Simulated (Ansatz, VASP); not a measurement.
# BP in VASP and in Ansatz

```
B P
1.0
     0.00000    1.74743    1.74743
     1.74743    0.00000    1.74743
     1.74743    1.74743    0.00000
B P
1 1
Cartesian
  0.0000 0.0000 0.0000
  1.7474 1.7474 1.7474
```

Change from the starting cell: volume scaled by 0.55, crystal datasets.

Alike in both runs: task single point; functional LDA; k mesh 15 × 15 × 15; occupations fermi-dirac, width 0.1 eV; no spin polarisation.

```csv
,VASP,Ansatz
version,VASP 6.6.1,Ansatz 0.2.0
potentials or method,"VASP PAW LDA potentials, release 64 (B, P), cutoff 500 eV","all-electron PAW with datasets made for the crystal, scalar-relativistic"
```

```tsv
	VASP	Ansatz	Ansatz less VASP
pressure (GPa)	297.0	299.3	+2.26
```

LDA's correlation is that of Perdew and Zunger in VASP and of Perdew and Wang (1992) in Ansatz. Both programs put the cell under a high pressure, so it lies far from rest at this level. Ansatz ran all-electron here, and VASP with PAW potentials.

Noted on VASP's run: the cell as given lies far from equilibrium.
